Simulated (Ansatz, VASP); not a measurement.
# One calculation of Ba3AlN3, two programs

File INCAR:

```
PREC = Accurate ; ENCUT = 520
EDIFF = 1E-8 ; ISMEAR = -1
SIGMA = 0.02 ; LREAL = False
LASPH = True ; NELM = 80
ALGO = Normal ; ISIF = 2
LWAVE = False ; LCHARG = False
GGA = PE ; LEFG = True
NBANDS = 61
```

KPOINTS

```
regular mesh
0
Gamma
  4 4 5
```

Contents of POSCAR:

```
Ba3AlN3
1.0
    8.3846860344      0.0000000000      0.0000000000
   -4.1923430172      7.2613511086      0.0000000000
    0.0000000000      0.0000000000      5.6099810000
Ba Al N
6 2 6
Direct
    0.9423350100      0.6367070100      0.2500000000
    0.6943720000      0.0576649900      0.2500000000
    0.3632929900      0.3056280000      0.2500000000
    0.0576649900      0.3632929900      0.7500000000
    0.3056280000      0.9423350100      0.7500000000
    0.6367070100      0.6943720000      0.7500000000
    0.6666666667      0.3333333333      0.7500000000
    0.3333333333      0.6666666667      0.2500000000
    0.8754090100      0.5657350100      0.7500000000
    0.6903260000      0.1245909900      0.7500000000
    0.4342649900      0.3096740000      0.7500000000
    0.1245909900      0.4342649900      0.2500000000
    0.3096740000      0.8754090100      0.2500000000
    0.5657350100      0.6903260000      0.2500000000
```

Input for Ansatz:

```yaml
crystal:
  lattice:
    - [8.3846860344, 0.0, 0.0]
    - [-4.1923430172, 7.2613511086, 0.0]
    - [0.0, 0.0, 5.609981]
  atoms:
    - { symbol: Ba, position: [0.94233501, 0.63670701, 0.25] }
    - { symbol: Ba, position: [0.694372, 0.05766499, 0.25] }
    - { symbol: Ba, position: [0.36329299, 0.305628, 0.25] }
    - { symbol: Ba, position: [0.05766499, 0.36329299, 0.75] }
    - { symbol: Ba, position: [0.305628, 0.94233501, 0.75] }
    - { symbol: Ba, position: [0.63670701, 0.694372, 0.75] }
    - { symbol: Al, position: [0.6666666667, 0.3333333333, 0.75] }
    - { symbol: Al, position: [0.3333333333, 0.6666666667, 0.25] }
    - { symbol: "N", position: [0.87540901, 0.56573501, 0.75] }
    - { symbol: "N", position: [0.690326, 0.12459099, 0.75] }
    - { symbol: "N", position: [0.43426499, 0.309674, 0.75] }
    - { symbol: "N", position: [0.12459099, 0.43426499, 0.25] }
    - { symbol: "N", position: [0.309674, 0.87540901, 0.25] }
    - { symbol: "N", position: [0.56573501, 0.690326, 0.25] }
kpoints:
  mp_grid: { grid: [4, 4, 5] }
scf:
  occupations: { method: fermi_dirac, width: 0.02 }
hamiltonian:
  xc: pbe
  pseudopotentials: { kind: paw, frozen_core: stored }
output:
  forces: true
  stress: true
  populations: true
  efg: { quadrupole_moments_barn: { Ba: 0.236, Al: 0.1466, "N": 0.02044 } }
  write_density: true
  write_potential: true
  elf: true
  volumetric_format: npy
```

Alike in both runs: task electric field gradients; functional PBE; k mesh 4 × 4 × 5; occupations fermi-dirac, width 0.02 eV; no spin polarisation.

```csv
,VASP,Ansatz
version,VASP 6.6.1,Ansatz 0.2.0
potentials or method,"VASP PAW PBE potentials, release 64 (Ba_sv, Al, N)","plane-wave PAW, scalar-relativistic"
plane-wave cutoff (eV),520,420
valence electrons in the cell,96,96
```

Ansatz gave:

| Item | Value |
| --- | --- |
| pressure (GPa) | -1.0 |
| traceless stress, the component that is largest in VASP (GPa) | -0.16 |
| rms of the force components (eV/Å) | 0.049 |
| size of Vzz on the site where it differs most (V/Å²) | 168.1 |

Question: What did VASP give for the same quantities?

Answer: Pressure (GPa): 0.0; traceless stress, the component that is largest in VASP (GPa): -0.01; rms of the force components (eV/Å): 0.001; size of Vzz on the site where it differs most (V/Å²): 178.0.

Atom by atom the forces differ by 0.049 eV/Å (rms over components).

Spin-orbit coupling is off throughout.
